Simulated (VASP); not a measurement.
## SiC: single point with LDA

SiC:

```
Si C
1.0
     1.53890   -2.66750    0.00000
     1.53890    2.66750    0.00000
     0.00000    0.00000   15.12190
Si C
6 6
Direct
  0.16730 0.83270 0.85800
  0.83270 0.16730 0.35800
  0.50070 0.49930 0.52410
  0.49930 0.50070 0.02410
  0.83570 0.16430 0.69124
  0.16430 0.83570 0.19124
  0.49600 0.50400 0.65030
  0.50400 0.49600 0.15030
  0.16000 0.84000 0.98170
  0.84000 0.16000 0.48170
  0.82900 0.17100 0.81680
  0.17100 0.82900 0.31680
```

```
Program             : VASP 6.6.1
Task                : single point
Functional          : LDA
Potentials or basis : VASP PAW LDA potentials, release 64 (Si, C)
Cutoff              : 520 eV
k mesh              : 8 × 8 × 2
Occupations         : gaussian, width 0.01 eV
Spin                : no spin polarisation
```

```yaml
Pressure: -3.9 GPa
Largest_force: 0.713 eV/Å
Band_gap_on_the_k_mesh: 1.82 eV (least direct gap 3.06 eV)
```

Forces in eV/Å, atoms in the order of the input:
```
Si   0.000  0.502 -0.213
Si   0.000 -0.502 -0.213
Si   0.000 -0.432  0.086
Si   0.000  0.432  0.086
Si   0.000  0.639  0.219
Si   0.000 -0.639  0.219
C    0.000 -0.598 -0.284
C    0.000  0.598 -0.284
C    0.000 -0.586  0.406
C    0.000  0.586  0.406
C    0.000 -0.513 -0.213
C    0.000  0.513 -0.213
```

Stress tensor (GPa, compression positive):
```
-1.91  0.00  0.00
 0.00 -5.50  0.00
 0.00  0.00 -4.35
```

Levels at points of the mesh, in eV from the valence-band top:
| k point | band 21 | band 22 | band 23 | band 24 | band 25 | band 26 | band 27 | band 28 |
| --- | --- | --- | --- | --- | --- | --- | --- | --- |
| (0.00, 0.00, 0.00) | -0.33 | -0.21 | -0.11 | 0.00 | 5.04 | 5.20 | 5.63 | 6.16 |
| (0.50, 0.00, 0.00) | -1.92 | -1.88 | -1.72 | -1.16 | 1.90 | 2.04 | 3.04 | 3.71 |
| (0.50, 0.50, 0.00) | -2.02 | -1.93 | -1.72 | -1.29 | 1.82 | 2.04 | 3.01 | 3.66 |
| (0.00, 0.00, 0.50) | -0.31 | -0.31 | -0.09 | -0.09 | 5.10 | 5.10 | 5.86 | 5.86 |
| (0.50, 0.00, 0.50) | -1.83 | -1.83 | -1.36 | -1.36 | 1.92 | 1.92 | 3.26 | 3.26 |
| (0.50, 0.50, 0.50) | -1.81 | -1.81 | -1.49 | -1.49 | 1.89 | 1.89 | 3.20 | 3.20 |

Wall time 2.6 min on 1 thread of Intel(R) Xeon(R) Platinum 8124M CPU @ 3.00GHz (Skylake/Cascade Lake), on a shared host, peak memory 0.27 GiB.

Caveat: the cell stands under tension. A k mesh can miss the band edges.
